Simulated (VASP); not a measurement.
A run of VASP 6.6.1 is set up as follows.

Contents of POSCAR:

```
HfN
1.0
    0.0000000000      2.2779287700      2.2779287700
    2.2779287700      0.0000000000      2.2779287700
    2.2779287700      2.2779287700      0.0000000000
Hf N
1 1
Direct
    0.0000000000      0.0000000000      0.0000000000
    0.5000000000      0.5000000000      0.5000000000
```

File INCAR.step1:

```
PREC = Accurate
ENCUT = 520
ISMEAR = -1
SIGMA = 0.1
LREAL = F
LASPH = T
NELM = 100
GGA = PE
ALGO = Normal
EDIFF = 1E-4
LWAVE = T
LCHARG = F
```

The input INCAR.step2:

```
PREC = Accurate
ENCUT = 520
EDIFF = 1E-6
ISMEAR = -1
SIGMA = 0.1
LREAL = F
LASPH = T
NELM = 100
ALGO = Normal
ISIF = 2
LWAVE = F
LCHARG = F
METAGGA = R2SCAN
LMIXTAU = T
IBRION = 2
NSW = 50
EDIFFG = -0.01
ISTART = 1
```

The input KPOINTS:

```
Automatic mesh
0
Gamma
  13 13 13
```

Potentials or basis: VASP PAW PBE potentials, release 64 (Hf_pv, N).

The run is started by

```console
$ cat potpaw_PBE.64/Hf_pv/POTCAR potpaw_PBE.64/N/POTCAR > POTCAR
$ cp INCAR.step1 INCAR
$ mpirun -np 1 vasp_std > vasp.out
$ cp INCAR.step2 INCAR
$ mpirun -np 1 vasp_std > vasp.out
```

(1) Estimate the band gap on the k mesh.

## Answers

(1) zero (an odd number of electrons rules out a gap without spin polarisation).

Caveat: the relaxation stopped at its first step, so nothing moved; spin-orbit coupling is left out, which moves the levels of the heavy elements.
